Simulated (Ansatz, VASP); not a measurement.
One calculation of WC, two programs

```
CELL_PARAMETERS angstrom
-2.89841 0.00000 0.00000
-1.44921 -2.51010 0.00000
0.00000 0.00000 8.73284
ATOMIC_POSITIONS crystal
W 0.00000 0.00000 0.89041
W 0.00000 0.00000 0.24283
W 0.00000 0.00000 0.56662
C 0.66667 0.66667 0.08093
C 0.66667 0.66667 0.40472
C 0.66667 0.66667 0.72851
```

Alike in both runs: task single point; functional PBEsol; k mesh 23 × 23 × 7; occupations gaussian, width 0.15 eV; no spin polarisation.

|  | VASP | Ansatz |
| --- | --- | --- |
| version | VASP 6.6.1 | Ansatz 0.2.0 |
| potentials or method | VASP PAW PBE potentials, release 64 (W_sv, C), cutoff 520 eV | scalar-relativistic, plane waves, PAW |
| valence electrons in the cell | 54 | 54 |

```csv
,VASP,Ansatz,Ansatz less VASP
gap on the k mesh at the Fermi level (eV),none,none,-
pressure (GPa),-8.4,-9.5,-1.15
"traceless stress, the component that is largest in VASP (GPa)",-12.51,-12.68,-0.172
rms of the force components (eV/Å),0.935,0.928,-0.0072
```

VASP's potentials were made for PBE, not for PBEsol. Atom by atom the forces differ by 0.008 eV/Å (rms over components). A gap of «none» marks a metal or a gap that the smearing closes.

Neither program's run includes spin-orbit coupling.
